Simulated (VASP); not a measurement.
# WS2 (Tungstenite) (P6_3/mmc) in VASP: settings compared

The runs below take WS2 (Tungstenite) through single point, with RPBE+D3(BJ), revPBE+D3(BJ), revPBE+D4, PBE+D3(BJ), PBE+D4.

All numbers are computed with VASP 6.6.1; they aren't measurements. Logs are shortened: lines on timing, memory, paths and dates and some standing lists are left out, and cuts for length are marked.

### 1 The cell of the first run

It takes space group P6_3/mmc (No. 194, hexagonal). Conventional cell: a = 3.180 Å, b = 3.180 Å, c = 12.500 Å, α = 90.00°, β = 90.00°, γ = 120.00°. Within 3.2 Å of W (site symmetry -6m2) lie 6 S at 2.41 Å and 6 W at 3.18 Å. S (site symmetry 3m) has 3 W at 2.41 Å and 7 S at 3.12 to 3.18 Å within 3.2 Å.

### 2 Single point, RPBE+D3(BJ)

File INCAR:

```
SYSTEM = WS2
  ALGO = Normal
  EDIFF = 1E-6
  ENCUT = 520
  GGA = RP
  ISIF = 2
  ISMEAR = -1
  IVDW = 12
  LASPH = .TRUE.
  LCHARG = .FALSE.
  LREAL = .FALSE.
  LWAVE = .FALSE.
  NBANDS = 35
  NELM = 80
  PREC = Accurate
  SIGMA = 0.05
```

File KPOINTS:

```
k-points
0
G
  10 10 3
  0 0 0
```

File POSCAR:

```
WS2
1.0
    3.1800000000      0.0000000000      0.0000000000
   -1.5900000000      2.7539607840      0.0000000000
    0.0000000000      0.0000000000     12.5000000000
W S
2 4
Direct
    0.6666666667      0.3333333333      0.7500000000
    0.3333333333      0.6666666667      0.2500000000
    0.6666666667      0.3333333333      0.3750000000
    0.3333333333      0.6666666667      0.6250000000
    0.3333333334      0.6666666667      0.8750000000
    0.6666666666      0.3333333333      0.1250000000
```

Potentials or basis: VASP PAW PBE potentials, release 64 (W_sv, S).

The run is started by

```console
> cat potpaw_PBE.64/W_sv/POTCAR potpaw_PBE.64/S/POTCAR > POTCAR
> mpirun -np 1 vasp_std > vasp.out
```

OUTCAR:

```text
SYSTEM = WS2
   EDIFF = 1E-6
   ENCUT = 520
   GGA = RP
   ISIF = 2
   ISMEAR = -1
   IVDW = 12
   LASPH = .TRUE.
   LREAL = .FALSE.
   NELM = 80
   PREC = Accurate
 IVDW          = 12

 ion  position               nearest neighbor table
   1  0.667  0.333  0.750-   4 2.41   5 2.41   4 2.41   5 2.41   5 2.41   4 2.41
   2  0.333  0.667  0.250-   3 2.41   6 2.41   3 2.41   6 2.41   6 2.41   3 2.41
   3  0.667  0.333  0.375-   2 2.41   2 2.41   2 2.41
   4  0.333  0.667  0.625-   1 2.41   1 2.41   1 2.41
   5  0.333  0.667  0.875-   1 2.41   1 2.41   1 2.41
   6  0.667  0.333  0.125-   2 2.41   2 2.41   2 2.41

  LATTYP: Found a hexagonal cell.
 ALAT       =     3.1800000000
 C/A-ratio  =     3.9308176101

  Lattice vectors:

 A1 = (   3.1800000000,   0.0000000000,   0.0000000000)
 A2 = (  -1.5900000000,   2.7539607840,   0.0000000000)
 A3 = (   0.0000000000,   0.0000000000,  12.5000000000)

Analysis of symmetry for initial positions (statically):
=====================================================================
 Subroutine PRICEL returns:
 Original cell was already a primitive cell.

 Routine SETGRP: Setting up the symmetry group for a
 hexagonal supercell.

 Subroutine GETGRP returns: Found 24 space group operations
 (whereof 12 operations were pure point group operations)
 out of a pool of 24 trial point group operations.

The static configuration has the point symmetry D_3d.
 The point group associated with its full space group is D_6h.

Analysis of symmetry for dynamics (positions and initial velocities):
=====================================================================
 Subroutine PRICEL returns:
 Original cell was already a primitive cell.

 Routine SETGRP: Setting up the symmetry group for a
 hexagonal supercell.

 Subroutine GETGRP returns: Found 24 space group operations
 (whereof 12 operations were pure point group operations)
 out of a pool of 24 trial point group operations.

The dynamic configuration has the point symmetry D_3d.
 The point group associated with its full space group is D_6h.

 Subroutine INISYM returns: Found 24 space group operations
 (whereof 12 operations are pure point group operations),
 and found     1 'primitive' translations

----------------------------------------------------------------------------------------

                                     Primitive cell

  volume of cell :     109.4699

  direct lattice vectors                    reciprocal lattice vectors
     3.180000000  0.000000000  0.000000000     0.314465409  0.181556688  0.000000000
    -1.590000000  2.753960784  0.000000000     0.000000000  0.363113377  0.000000000
     0.000000000  0.000000000 12.500000000     0.000000000  0.000000000  0.080000000

  length of vectors
     3.180000000  3.180000000 12.500000000     0.363113377  0.363113377  0.080000000

  position of ions in fractional coordinates (direct lattice)
     0.666666667  0.333333333  0.750000000
     0.333333333  0.666666667  0.250000000
     0.666666667  0.333333333  0.375000000
     0.333333333  0.666666667  0.625000000
     0.333333333  0.666666667  0.875000000
     0.666666667  0.333333333  0.125000000

  ion indices of the primitive-cell ions
   primitive index   ion index
                 1           1
                 2           2
                 3           3
                 4           4
                 5           5
                 6           6

----------------------------------------------------------------------------------------

 KPOINTS: k-points

Automatic generation of k-mesh.
 Grid dimensions read from file:
 generate k-points for:   10   10    3

 Generating k-lattice:

  Cartesian coordinates                     Fractional coordinates (reciprocal lattice)
     0.031446541  0.018155669  0.000000000     0.100000000  0.000000000  0.000000000
     0.000000000  0.036311338  0.000000000     0.000000000  0.100000000  0.000000000
     0.000000000  0.000000000  0.026666667     0.000000000  0.000000000  0.333333333

  Length of vectors
     0.036311338  0.036311338  0.026666667

  Shift w.r.t. Gamma in fractional coordinates (k-lattice)
     0.000000000  0.000000000  0.000000000

 Subroutine IBZKPT returns following result:
 ===========================================

 Found     28 irreducible k-points:

 Following reciprocal coordinates:
            Coordinates               Weight
  0.000000  0.000000  0.000000      1.000000
  0.100000  0.000000  0.000000      6.000000
  0.200000  0.000000  0.000000      6.000000
  0.300000 -0.000000  0.000000      6.000000
  0.400000  0.000000  0.000000      6.000000
  0.500000  0.000000  0.000000      3.000000
[... 16 lines left out ...]
  0.300000  0.100000  0.333333     24.000000
  0.400000  0.100000  0.333333     24.000000
 [... further k-points ...]
   k-points           NKPTS =     28   k-points in BZ     NKDIM =     28   number of bands    NBANDS=     35
   number of dos      NEDOS =    301   number of ions     NIONS =      6
   total plane-waves  NPLWV =  55296
   dimension x,y,z NGX =    24 NGY =   24 NGZ =   96
   dimension x,y,z NGXF=    48 NGYF=   48 NGZF=  192
   ions per type =               2   4
   NGX,Y,Z   is equivalent  to a cutoff of  12.55, 12.55, 12.77 a.u.
   NGXF,Y,Z  is equivalent  to a cutoff of  25.09, 25.09, 25.54 a.u.
 SYSTEM =  WS2
   PREC   = accura    normal or accurate (medium, high low for compatibility)
   ISTART =      0    job   : 0-new  1-cont  2-samecut
   ICHARG =      2    charge: 1-file 2-atom 10-const
   ISPIN  =      1    spin polarized calculation?
   LNONCOLLINEAR =      F non collinear calculations
   LSORBIT =      F    spin-orbit coupling
   LASPH  =      T    aspherical Exc in radial PAW
   ENCUT  =  520.0 eV  38.22 Ry    6.18 a.u.   5.91  5.91 23.24*2*pi/ulx,y,z
   NELM   =     80;   NELMIN=  2; NELMDL= -5     # of ELM steps
   EDIFF  = 0.1E-05   stopping-criterion for ELM
   LREAL  =      F    real-space projection
   EDIFFG = 0.1E-04   stopping-criterion for IOM
   NSW    =      0    number of steps for IOM
   IBRION =     -1    ionic relax: 0-MD 1-quasi-New 2-CG
   NFREE  =      0    steps in history (QN), initial steepest desc. (CG)
   ISIF   =      2    stress and relaxation
   ISYM   =      2    0-nonsym 1-usesym 2-fastsym
   POTIM  = 0.5000    time-step for ionic-motion
   TEBEG  =    0.0;   TEEND  =   0.0 temperature during run
   PSTRESS=    0.0 pullay stress
   NELECT =      52.0000    total number of electrons
   NUPDOWN=      -1.0000    fix difference up-down
   EMIN   =  10.00;   EMAX   =-10.00  energy-range for DOS
   EFERMI =   0.00;   METHOD = LEGACY
   ISMEAR =    -1;   SIGMA  =   0.05  broadening in eV -4-tet -1-fermi 0-gaus
   EFERMI_NEDOS =   21; number of points for ismear=-14 and -15
   IALGO  =     38    algorithm
   IMIX   =      4    mixing-type and parameters
     AMIX     =   0.40;   BMIX     =  1.00
     AMIX_MAG =   1.60;   BMIX_MAG =  1.00
  volume/ion in A,a.u.               =      18.24       123.12
  Fermi-wavevector in a.u.,A,eV,Ry     =   1.277353  2.413847 22.199688  1.631631
  Thomas-Fermi vector in A             =   2.409958
   LORBIT       =      0    0 simple, 1 ext, 2 COOP (PROOUT), +10 PAW based schemes
   GGA     = RP    functional components
   LHFCALC =     F    Hartree Fock is set to
   AEXX    =    0.0000 exact exchange contribution
   IVDW    =    12    specifies the selected vdW correction
   LEPSILON=     F    determine dielectric tensor
   LRPA    =     F    only Hartree local field effects (RPA)
 non-spin polarized calculation
  energy-cutoff  :      520.00
  volume of cell :      109.47
 maximum number of plane-waves:      2976
 NGX is ok and might be reduce to    24
   NGX = 11   NGY = 11   NGZ = 47

 number of electron      52.0000006 magnetization

 Free energy of the ion-electron system (eV)
  ---------------------------------------------------
  ext. energy  EPLUGINS =         0.00000000
  ---------------------------------------------------
  free energy    TOTEN  =       -44.73928200 eV

  energy without entropy =      -44.73928176  energy(sigma->0) =      -44.73928188

 E-fermi :   7.7420     XC(G=0): -10.6186

 val. band max:        7.2077536548   @ k =   0.0000   0.0000   0.0000
 cond. band min:       8.3962090792   @ k =   0.2000   0.2000   0.0000
 fundamental gap:      1.1884554244
 Fermi energy:         7.7419813218

 k-point     1 :       0.0000    0.0000    0.0000
  band No.  band energies     occupation
      1     -67.4476      2.00000
      2     -67.4476      2.00000
      3     -31.6793      2.00000
      4     -31.6792      2.00000
      5     -31.5342      2.00000
      6     -31.5342      2.00000
[... 27 lines left out ...]
     34       9.7174      0.00000
     35      11.9106      0.00000

 k-point     2 :       0.1000    0.0000    0.0000
  band No.  band energies     occupation
      1     -67.4460      2.00000
      2     -67.4460      2.00000
      3     -31.6734      2.00000
      4     -31.6734      2.00000
      5     -31.5669      2.00000
      6     -31.5669      2.00000
[... 27 lines left out ...]
     34       9.8031      0.00000
     35      12.6434      0.00000

 k-point     3 :       0.2000    0.0000    0.0000
  band No.  band energies     occupation
      1     -67.4418      2.00000
      2     -67.4417      2.00000
      3     -31.6580      2.00000
      4     -31.6579      2.00000
      5     -31.6515      2.00000
      6     -31.6515      2.00000
[... 27 lines left out ...]
     34      10.4735      0.00000
     35      13.8410      0.00000
[... 723 lines left out ...]
 k-point    23 :       0.3000    0.1000    0.3333
  band No.  band energies     occupation
      1     -67.4337      2.00000
      2     -67.4337      2.00000
      3     -31.7975      2.00000
      4     -31.7975      2.00000
      5     -31.6281      2.00000
      6     -31.6281      2.00000
[... 27 lines left out ...]
     34      11.4378      0.00000
     35      13.2563      0.00000

 k-point    24 :       0.4000    0.1000    0.3333
  band No.  band energies     occupation
      1     -67.4307      2.00000
      2     -67.4307      2.00000
      3     -31.8502      2.00000
      4     -31.8502      2.00000
      5     -31.6309      2.00000
      6     -31.6309      2.00000
[... 27 lines left out ...]
     34      11.2961      0.00000
     35      12.2239      0.00000

 [... further k-points ...]

------------------------ aborting loop because EDIFF is reached ----------------------------------------

 Edisp (eV)  -12.45664

 E8    (eV) :    -8.0954

  FORCE on cell =-STRESS in cart. coord.  units (eV):
  Direction    XX          YY          ZZ          XY          YZ          ZX
  --------------------------------------------------------------------------------------
  -------------------------------------------------------------------------------------
  Total     -11.91961   -11.91961    -5.29084     0.00000    -0.00000     0.00000
  in kB    -174.45274  -174.45274   -77.43552     0.00000    -0.00000     0.00000
  external pressure =     -142.11 kB  Pullay stress =        0.00 kB

 VOLUME and BASIS-vectors are now :
 -----------------------------------------------------------------------------
  energy-cutoff  :      520.00
  volume of cell :      109.47
      direct lattice vectors                 reciprocal lattice vectors
     3.180000000  0.000000000  0.000000000     0.314465409  0.181556688  0.000000000
    -1.590000000  2.753960784  0.000000000     0.000000000  0.363113377  0.000000000
     0.000000000  0.000000000 12.500000000     0.000000000  0.000000000  0.080000000

 POSITION                                       TOTAL-FORCE (eV/Angst)
 -----------------------------------------------------------------------------------
      1.59000      0.91799      9.37500         0.000000      0.000000      0.000000
     -0.00000      1.83597      3.12500         0.000000     -0.000000      0.000000
      1.59000      0.91799      4.68750        -0.000000     -0.000000     -0.339100
     -0.00000      1.83597      7.81250         0.000000      0.000000      0.339100
      0.00000      1.83597     10.93750         0.000000     -0.000000     -0.339100
      1.59000      0.91799      1.56250        -0.000000      0.000000      0.339100
 -----------------------------------------------------------------------------------
    total drift:                               -0.000000      0.000000     -0.000000

  FREE ENERGIE OF THE ION-ELECTRON SYSTEM (eV)
  ---------------------------------------------------
  free  energy   TOTEN  =       -57.1959234220 eV

  energy  without entropy=      -57.1959231815  energy(sigma->0) =      -57.19592330
```

Run time: 72 s. Hardware: 1 thread of Intel Xeon Platinum 8488C (Sapphire Rapids), shared host; peak memory 0.26 GiB.

Results:

| Property | Result |
| --- | --- |
| Free energy | -57.1959 eV |
| Pressure | -14.2 GPa |
| Largest force | 0.339 eV/Å |
| Band gap on the k mesh | 1.19 eV, indirect (least direct gap 2.09 eV) |
| Dispersion energy per atom | -2.076 eV |

Forces in eV/Å, atoms in the order of the input:
```
W    0.000  0.000  0.000
W    0.000  0.000  0.000
S    0.000  0.000 -0.339
S    0.000  0.000  0.339
S    0.000  0.000 -0.339
S    0.000  0.000  0.339
```

Caveat: the PAW data sets were made with another functional, which shifts forces and pressure a little; spin-orbit coupling is left out, which moves the levels of the heavy elements. A k mesh can miss the band edges.

[end of part 1 of 2]
